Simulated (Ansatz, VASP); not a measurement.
BaTiO3: VASP beside Ansatz

Contents of INCAR:

```
SYSTEM = BaTiO3
PREC     = Accurate       ! precision mode
ENCUT    = 520            ! plane-wave cutoff, eV
EDIFF    = 1E-8           ! SCF threshold, eV
ISMEAR   = -1             ! smearing method
SIGMA    = 0.08           ! smearing width, eV
LREAL    = .FALSE.        ! projectors in reciprocal space
LASPH    = .TRUE.         ! aspherical terms in the spheres
NELM     = 80             ! most SCF steps
ALGO     = Normal         ! electronic algorithm
ISIF     = 2              ! what is computed and relaxed
LWAVE    = .FALSE.        ! write WAVECAR
LCHARG   = .FALSE.        ! write CHGCAR
GGA      = PE             ! functional
LEFG     = .TRUE.       
NBANDS   = 28             ! bands
```

Contents of KPOINTS:

```
Automatic mesh
0
G
  7 7 7
  0 0 0
```

Contents of POSCAR:

```
BaTiO3
1.0
    3.9198040000      0.0000000000      0.0000000000
    0.0000000000      3.9198040000      0.0000000000
    0.0000000000      0.0000000000      4.0180000000
Ba Ti O
1 1 3
Direct
    0.0000000000      0.0000000000      0.0000000000
    0.5000000000      0.5000000000      0.4820000000
    0.5000000000      0.5000000000      0.0160000000
    0.5000000000      0.0000000000      0.5150000000
    0.0000000000      0.5000000000      0.5150000000
```

Input for Ansatz:

```yaml
crystal:
  lattice:
    - [3.919804, 0.0, 0.0]
    - [0.0, 3.919804, 0.0]
    - [0.0, 0.0, 4.018]
  atoms:
    - { symbol: Ba, position: [0.0, 0.0, 0.0] }
    - { symbol: Ti, position: [0.5, 0.5, 0.482] }
    - { symbol: O, position: [0.5, 0.5, 0.016] }
    - { symbol: O, position: [0.5, 0.0, 0.515] }
    - { symbol: O, position: [0.0, 0.5, 0.515] }
kpoints:
  mp_grid: { grid: [7, 7, 7] }
scf:
  occupations: { method: fermi_dirac, width: 0.08 }
hamiltonian:
  xc: pbe
  pseudopotentials: { kind: paw }
output:
  forces: true
  stress: true
  eigenvalues: true
  efg: { contact_densities: true }
```

Change from the starting cell: equal xx and yy strain of -2 %, PAW files.

Alike in both runs: task electric field gradients; functional PBE; k mesh 7 × 7 × 7; occupations fermi-dirac, width 0.08 eV; no spin polarisation.

|  | VASP | Ansatz |
| --- | --- | --- |
| version | VASP 6.6.1 | Ansatz 0.2.0 |
| potentials or method | VASP PAW PBE potentials, release 64 (Ba_sv, Ti_sv, O) | PAW with Ansatz's default frozen-core files, scalar-relativistic |
| plane-wave cutoff (eV) | 520 | 420 |
| valence electrons in the cell | 40 | 40 |

|  | VASP | Ansatz | Ansatz less VASP |
| --- | --- | --- | --- |
| pressure (GPa) | 12.4 | 10.3 | -2.07 |
| traceless stress, the component that is largest in VASP (GPa) | -1.93 | -1.88 | +0.043 |
| rms of the force components (eV/Å) | 0.079 | 0.083 | +0.0044 |
| size of Vzz on the site where it differs most (V/Å²) | 15.6 | 17.1 | +1.46 |

Atom by atom the forces differ by 0.017 eV/Å (rms over components). The functional is the same, so the differences come from potentials, cutoffs and numerics.

Neither program's run includes spin-orbit coupling.
